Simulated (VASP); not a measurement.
# C (Fmmm) in VASP: relaxation of cell and atoms with r2SCAN

Aim: the relaxation of cell and atoms of C with r2SCAN.

All numbers are computed with VASP 6.6.1; they aren't measurements. Logs are shortened: lines on timing, memory, paths and dates and some standing lists are left out, and cuts for length are marked.

## Step 1: The cell of the first run

It takes space group Fmmm (No. 69, orthorhombic). The conventional cell has a = 2.457 Å, b = 4.253 Å, c = 7.044 Å, α = 90.00°, β = 90.00°, γ = 90.00°. C (site symmetry m2m) has 3 C at 1.42 Å within 1.9 Å.

## Step 2: Relaxation of cell and atoms, r2SCAN

File POSCAR:

```
C
1.0
    0.0000000000      2.1264707522      3.5220793349
    1.2283941545      0.0000000000      3.5220793349
    1.2283941545      2.1264707522      0.0000000000
C
2
Direct
    0.1666660437      0.8333339563      0.1666660437
    0.8333339563      0.1666660437      0.8333339563
```

File INCAR.step1:

```
PREC     = Accurate       # precision mode
ENCUT    = 600            # plane-wave cutoff, eV
ISMEAR   = 0              # smearing method
SIGMA    = 0.1            # smearing width, eV
LREAL    = F              # projectors in reciprocal space
LASPH    = T              # aspherical terms in the spheres
NELM     = 100            # most SCF steps
GGA      = PE             # functional
ALGO     = Normal         # electronic algorithm
EDIFF    = 1E-4           # SCF threshold, eV
LWAVE    = T              # write WAVECAR
LCHARG   = F              # write CHGCAR
```

File INCAR.step2:

```
PREC     = Accurate       # precision mode
ENCUT    = 600            # plane-wave cutoff, eV
EDIFF    = 1E-6           # SCF threshold, eV
ISMEAR   = 0              # smearing method
SIGMA    = 0.1            # smearing width, eV
LREAL    = F              # projectors in reciprocal space
LASPH    = T              # aspherical terms in the spheres
NELM     = 100            # most SCF steps
ALGO     = Normal         # electronic algorithm
ISIF     = 3              # what is computed and relaxed
LWAVE    = F              # write WAVECAR
LCHARG   = F              # write CHGCAR
METAGGA  = R2SCAN         # meta-GGA
LMIXTAU  = T            
IBRION   = 2              # ionic algorithm
NSW      = 90             # ionic steps
EDIFFG   = -0.02          # ionic threshold
ISTART   = 1
```

File KPOINTS:

```
regular mesh
0
Gamma
  18 18 18
```

Potentials or basis: VASP PAW PBE potentials, release 64 (C).

Run with:

```sh
$ cat potpaw_PBE.64/C/POTCAR > POTCAR
$ cp INCAR.step1 INCAR
$ mpirun -np 1 vasp_std > vasp.out
$ cp INCAR.step2 INCAR
$ mpirun -np 1 vasp_std > vasp.out
```

OUTCAR:

```text
PREC = Accurate
   ENCUT = 600
   EDIFF = 1E-6
   ISMEAR = 0
   LREAL = F
   LASPH = T
   NELM = 100
   ISIF = 3
   METAGGA = R2SCAN
   IBRION = 2
   NSW = 90
   EDIFFG = -0.02
   ISTART = 1

 ion  position               nearest neighbor table
   1  0.167  0.833  0.167-   2 1.42   2 1.42   2 1.42
   2  0.833  0.167  0.833-   1 1.42   1 1.42   1 1.42

  LATTYP: Found a face centered orthorhombic cell.
 ALAT       =     2.4567883090
 B/A-ratio  =     1.7310980717
 C/A-ratio  =     2.8672224807

  Lattice vectors:

 A1 = (   0.0000000000,   2.1264707522,   3.5220793349)
 A2 = (   1.2283941545,   0.0000000000,   3.5220793349)
 A3 = (   1.2283941545,   2.1264707522,   0.0000000000)

Analysis of symmetry for initial positions (statically):
=====================================================================
 Subroutine PRICEL returns:
 Original cell was already a primitive cell.

 Routine SETGRP: Setting up the symmetry group for a
 face centered orthorhombic supercell.

 Subroutine GETGRP returns: Found  8 space group operations
 (whereof  8 operations were pure point group operations)
 out of a pool of  8 trial point group operations.

The static configuration has the point symmetry D_2h.

Analysis of symmetry for dynamics (positions and initial velocities):
=====================================================================
 Subroutine PRICEL returns:
 Original cell was already a primitive cell.

 Routine SETGRP: Setting up the symmetry group for a
 face centered orthorhombic supercell.

 Subroutine GETGRP returns: Found  8 space group operations
 (whereof  8 operations were pure point group operations)
 out of a pool of  8 trial point group operations.

The dynamic configuration has the point symmetry D_2h.

 Subroutine INISYM returns: Found  8 space group operations
 (whereof  8 operations are pure point group operations),
 and found     1 'primitive' translations

----------------------------------------------------------------------------------------

                                     Primitive cell

  volume of cell :      18.4004

  direct lattice vectors                    reciprocal lattice vectors
     0.000000000  2.126470752  3.522079335    -0.407035476  0.235131379  0.141961595
     1.228394154  0.000000000  3.522079335     0.407035476 -0.235131379  0.141961595
     1.228394154  2.126470752  0.000000000     0.407035476  0.235131379 -0.141961595

  length of vectors
     4.114233914  3.730146785  2.455774839     0.491037411  0.491037411  0.491037411

  position of ions in fractional coordinates (direct lattice)
     0.166666044  0.833333956  0.166666044
     0.833333956  0.166666044  0.833333956

  ion indices of the primitive-cell ions
   primitive index   ion index
                 1           1
                 2           2

----------------------------------------------------------------------------------------

 KPOINTS: regular mesh

Automatic generation of k-mesh.
 Grid dimensions read from file:
 generate k-points for:   18   18   18

 Generating k-lattice:

  Cartesian coordinates                     Fractional coordinates (reciprocal lattice)
    -0.022613082  0.013062854  0.007886755     0.055555556  0.000000000  0.000000000
     0.022613082 -0.013062854  0.007886755     0.000000000  0.055555556  0.000000000
     0.022613082  0.013062854 -0.007886755     0.000000000  0.000000000  0.055555556

  Length of vectors
     0.027279856  0.027279856  0.027279856

  Shift w.r.t. Gamma in fractional coordinates (k-lattice)
     0.000000000  0.000000000  0.000000000

 Subroutine IBZKPT returns following result:
 ===========================================

 Found    865 irreducible k-points:

 Following reciprocal coordinates:
            Coordinates               Weight
  0.000000  0.000000  0.000000      1.000000
  0.055556 -0.000000 -0.000000      8.000000
  0.111111 -0.000000 -0.000000      8.000000
  0.166667 -0.000000 -0.000000      8.000000
  0.222222  0.000000 -0.000000      8.000000
  0.277778  0.000000 -0.000000      8.000000
[... 16 lines left out ...]
 -0.277778  0.055556  0.000000      8.000000
 -0.222222  0.055556  0.000000      8.000000
 [... further k-points ...]
   k-points           NKPTS =    865   k-points in BZ     NKDIM =    865   number of bands    NBANDS=      8
   number of dos      NEDOS =    301   number of ions     NIONS =      2
   total plane-waves  NPLWV =  21600
   dimension x,y,z NGX =    36 NGY =   30 NGZ =   20
   dimension x,y,z NGXF=    72 NGYF=   60 NGZF=   40
   ions per type =               2
   NGX,Y,Z   is equivalent  to a cutoff of  14.55, 13.37, 13.54 a.u.
   NGXF,Y,Z  is equivalent  to a cutoff of  29.09, 26.74, 27.08 a.u.
 SYSTEM =  unknown system
   PREC   = accura    normal or accurate (medium, high low for compatibility)
   ISTART =      1    job   : 0-new  1-cont  2-samecut
   ICHARG =      0    charge: 1-file 2-atom 10-const
   ISPIN  =      1    spin polarized calculation?
   LNONCOLLINEAR =      F non collinear calculations
   LSORBIT =      F    spin-orbit coupling
   LASPH  =      T    aspherical Exc in radial PAW
   ENCUT  =  600.0 eV  44.10 Ry    6.64 a.u.   8.22  7.45  4.90*2*pi/ulx,y,z
   NELM   =    100;   NELMIN=  2; NELMDL=  0     # of ELM steps
   EDIFF  = 0.1E-05   stopping-criterion for ELM
   LREAL  =      F    real-space projection
   EDIFFG = -.2E-01   stopping-criterion for IOM
   NSW    =     90    number of steps for IOM
   IBRION =      2    ionic relax: 0-MD 1-quasi-New 2-CG
   NFREE  =      1    steps in history (QN), initial steepest desc. (CG)
   ISIF   =      3    stress and relaxation
   ISYM   =      2    0-nonsym 1-usesym 2-fastsym
   POTIM  = 0.5000    time-step for ionic-motion
   TEBEG  =    0.0;   TEEND  =   0.0 temperature during run
   PSTRESS=    0.0 pullay stress
   NELECT =       8.0000    total number of electrons
   NUPDOWN=      -1.0000    fix difference up-down
   EMIN   =  10.00;   EMAX   =-10.00  energy-range for DOS
   EFERMI =   0.00;   METHOD = LEGACY
   ISMEAR =     0;   SIGMA  =   0.10  broadening in eV -4-tet -1-fermi 0-gaus
   EFERMI_NEDOS =   21; number of points for ismear=-14 and -15
   IALGO  =     38    algorithm
   IMIX   =      4    mixing-type and parameters
     AMIX     =   0.40;   BMIX     =  1.00
     AMIX_MAG =   1.60;   BMIX_MAG =  1.00
  volume/ion in A,a.u.               =       9.20        62.09
  Fermi-wavevector in a.u.,A,eV,Ry     =   1.240212  2.343662 20.927485  1.538127
  Thomas-Fermi vector in A             =   2.374663
   LORBIT       =      0    0 simple, 1 ext, 2 COOP (PROOUT), +10 PAW based schemes
   METAGGA = R2SCAN    functional components
   LHFCALC =     F    Hartree Fock is set to
   AEXX    =    0.0000 exact exchange contribution
   IVDW    =     0    specifies the selected vdW correction
   LEPSILON=     F    determine dielectric tensor
   LRPA    =     F    only Hartree local field effects (RPA)
 conjugate gradient relaxation of ions
 non-spin polarized calculation
 Gauss-broadening in eV      SIGMA  =   0.10
  energy-cutoff  :      600.00
  volume of cell :       18.40
 maximum number of plane-waves:       636
 NGX is ok and might be reduce to    36
   NGX = 17   NGY = 15   NGZ =  9

--------------------------------------- Ionic step        1  -------------------------------------------

 number of electron       8.0000000 magnetization

 Free energy of the ion-electron system (eV)
  ---------------------------------------------------
  ext. energy  EPLUGINS =         0.00000000
  ---------------------------------------------------
  free energy    TOTEN  =       -19.88049097 eV

  energy without entropy =      -19.88033133  energy(sigma->0) =      -19.88041115

------------------------ aborting loop because EDIFF is reached ----------------------------------------

  FORCE on cell =-STRESS in cart. coord.  units (eV):
  Direction    XX          YY          ZZ          XY          YZ          ZX
  --------------------------------------------------------------------------------------
  -------------------------------------------------------------------------------------
  Total        0.0255726      0.0470236     -0.0248578     -0.0000000      0.0000000      0.0000000
  in kB        2.2266881      4.0944964     -2.1644500     -0.0000000      0.0000000      0.0000000
  external PRESSURE =       1.3855782 kB  Pullay stress =       0.0000000 kB
[... 57 lines left out ...]
  energy  without entropy=      -19.8802876382  energy(sigma->0) =      -19.88036657

--------------------------------------- Ionic step        3  -------------------------------------------

 number of electron       8.0000000 magnetization

 Free energy of the ion-electron system (eV)
  ---------------------------------------------------
  ext. energy  EPLUGINS =         0.00000000
  ---------------------------------------------------
  free energy    TOTEN  =       -19.88050550 eV

  energy without entropy =      -19.88034654  energy(sigma->0) =      -19.88042602

 E-fermi :   4.2649     XC(G=0): -10.7941

 val. band max:        4.2348960658   @ k =  -0.2778   0.0556   0.3333
 cond. band min:       4.2965741463   @ k =  -0.2222   0.1111   0.3333
 fundamental gap:      0.0616780805
 Fermi energy:         4.2649434719

 k-point     1 :       0.0000    0.0000    0.0000
  band No.  band energies     occupation
      1     -16.6647      2.00000
      2      -3.0179      2.00000
      3       1.0581      2.00000
      4       1.0651      2.00000
      5       8.2930      0.00000
      6      12.9822      0.00000
      7      13.0301      0.00000
      8      16.7199      0.00000
[... 243 lines left out ...]
 k-point    24 :      -0.2222    0.0556    0.0000
  band No.  band energies     occupation
      1     -14.7242      2.00000
      2      -4.4180      2.00000
      3      -1.3786      2.00000
      4      -0.9580      2.00000
      5      10.7999      0.00000
      6      11.1207      0.00000
      7      12.6799      0.00000
      8      19.4500      0.00000

 [... further k-points ...]

------------------------ aborting loop because EDIFF is reached ----------------------------------------

  FORCE on cell =-STRESS in cart. coord.  units (eV):
  Direction    XX          YY          ZZ          XY          YZ          ZX
  --------------------------------------------------------------------------------------
  -------------------------------------------------------------------------------------
  Total       -0.0023780     -0.0045386     -0.0210835      0.0000000      0.0000000      0.0000000
  in kB       -0.2069792     -0.3950373     -1.8351008      0.0000000      0.0000000      0.0000000
  external PRESSURE =      -0.8123724 kB  Pullay stress =       0.0000000 kB
[... 17 lines left out ...]
  FREE ENERGIE OF THE ION-ELECTRON SYSTEM (eV)
  ---------------------------------------------------
  free  energy   TOTEN  =       -19.8805055002 eV

  energy  without entropy=      -19.8803465406  energy(sigma->0) =      -19.88042602

 reached required accuracy - stopping structural energy minimisation
```

It took 50 min on 1 thread of Oxide Virtual Turin-like, shared host; peak memory 0.23 GiB.

Results:

- Free energy: -19.8805 eV
- Relaxed volume: 9.20 Å³/atom
- Relaxed cell: a = 4.114 Å, b = 3.730 Å, c = 2.457 Å, α = 80.52°, β = 63.40°, γ = 36.08°
- Space group after relaxing (to 0.1 Å): Fmmm (No. 69)
- Energy gained by relaxing: 0.0 meV/atom
- Ionic steps: 3
- Pressure after relaxing: -0.1 GPa
- Largest force after relaxing: 0.008 eV/Å

Forces on the atoms (eV/Å):
```
C    0.000 -0.008  0.000
C    0.000  0.008  0.000
```

Final structure:
```cif
data_structure
_symmetry_space_group_name_H-M 'P 1'
_symmetry_Int_Tables_number 1
_cell_length_a 4.1140
_cell_length_b 3.7296
_cell_length_c 2.4566
_cell_angle_alpha 80.516
_cell_angle_beta 63.400
_cell_angle_gamma 36.084
_cell_volume 18.41
loop_
_atom_site_label
_atom_site_type_symbol
_atom_site_fract_x
_atom_site_fract_y
_atom_site_fract_z
_atom_site_occupancy
C1 C 0.16669 0.83331 0.16669 1
C2 C 0.83331 0.16669 0.83331 1
```

Caveat: the PAW data sets were made with another functional, which shifts forces and pressure a little.
